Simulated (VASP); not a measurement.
## Al2Cu: single point with PBEsol

System: Al2Cu, a slab with vacuum.

```
CELL_PARAMETERS angstrom
0.00000 -4.08417 0.00000
0.00000 0.00000 -2.84639
18.25252 0.00000 0.00000
ATOMIC_POSITIONS crystal
Al 0.00000 0.50000 0.05593
Al 0.00000 0.50000 0.27969
Al 0.00000 0.50000 0.50345
Al 0.50000 0.50000 0.61533
Al 0.50000 0.50000 0.16781
Al 0.50000 0.50000 0.39157
Cu 0.00000 0.00000 0.16781
Cu 0.00000 0.00000 0.39157
Cu 0.00000 0.00000 0.61533
```

This cell differs from its parent crystal: the distance across one plane changed.

```json
{
 "Program": "VASP 6.6.1",
 "Task": "single point",
 "Functional": "PBEsol",
 "Potentials or basis": "VASP PAW PBE potentials, release 64 (Al, Cu)",
 "Cutoff": "520 eV",
 "k mesh": "11 × 16 × 4",
 "Occupations": "gaussian, width 0.15 eV",
 "Spin": "no spin polarisation"
}
```

```yaml
Largest_force: 0.497 eV/Å
Band_gap_on_the_k_mesh: zero (an odd number of electrons rules out a gap without spin polarisation)
```

Forces on the atoms (eV/Å):
```
Al  -0.497  0.000  0.000
Al  -0.012  0.000  0.000
Al   0.174  0.000  0.000
Al   0.001  0.000  0.000
Al   0.046  0.000  0.000
Al   0.078  0.000  0.000
Cu   0.257  0.000  0.000
Cu  -0.033  0.000  0.000
Cu  -0.015  0.000  0.000
```

Levels at points of the mesh, in eV from the Fermi level:
```csv
k point,band 22,band 23,band 24,band 25,band 26,band 27,band 28,band 29
"(0.00, 0.00, 0.00)",-2.16,-1.57,-1.54,-0.73,0.52,1.06,1.85,2.07
"(0.00, 0.50, 0.00)",-1.73,-1.28,-0.31,-0.15,1.50,1.54,2.86,3.01
"(0.00, 0.00, 0.50)",-2.16,-1.57,-1.52,-0.73,0.51,1.06,1.85,1.97
"(0.00, 0.50, 0.50)",-1.73,-1.28,-0.31,-0.15,1.50,1.53,2.86,3.01
```

Run time: 48 min on 1 thread of Intel Xeon 8259CL (shared host), peak memory 0.99 GiB.

Caveat: the cell differs from its parent crystal (the distance across one plane changed); there is no dipole correction, which matters where the two faces differ; the PAW data sets were made with another functional, which shifts forces and pressure a little.
